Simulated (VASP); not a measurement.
# Pt: single point with revPBE

Pt:

```
Pt
1.0
    -1.58206    1.58206    1.58206
     1.58206   -1.58206    1.58206
     1.58206    1.58206   -1.58206
Pt
1
Direct
  0.00000 0.00000 0.00000
```

```
Program             : VASP 6.6.1
Task                : single point
Functional          : revPBE
Potentials or basis : VASP PAW PBE potentials, release 64 (Pt)
Cutoff              : 520 eV
k mesh              : 17 × 17 × 17
Occupations         : fermi-dirac, width 0.08 eV
Spin                : no spin polarisation
```

```json
{
 "Pressure": "2.4 GPa",
 "Band gap on the k mesh": "zero (band 5 reaches 11.18 eV, above the bottom of band 6 at 9.09 eV)"
}
```

Levels at points of the mesh, in eV from the Fermi level:
```csv
k point,band 3,band 4,band 5,band 6,band 7,band 8
"(0.00, 0.00, 0.00)",-3.42,-3.42,-0.97,-0.97,17.12,17.12
```

It took 12 s on 1 thread of Intel(R) Xeon(R) 6975P-C (Granite Rapids), with other jobs on the host, peak memory 0.14 GiB.

Caveat: the PAW data sets were made with another functional, which shifts forces and pressure a little; spin-orbit coupling is left out, which moves the levels of the heavy elements.
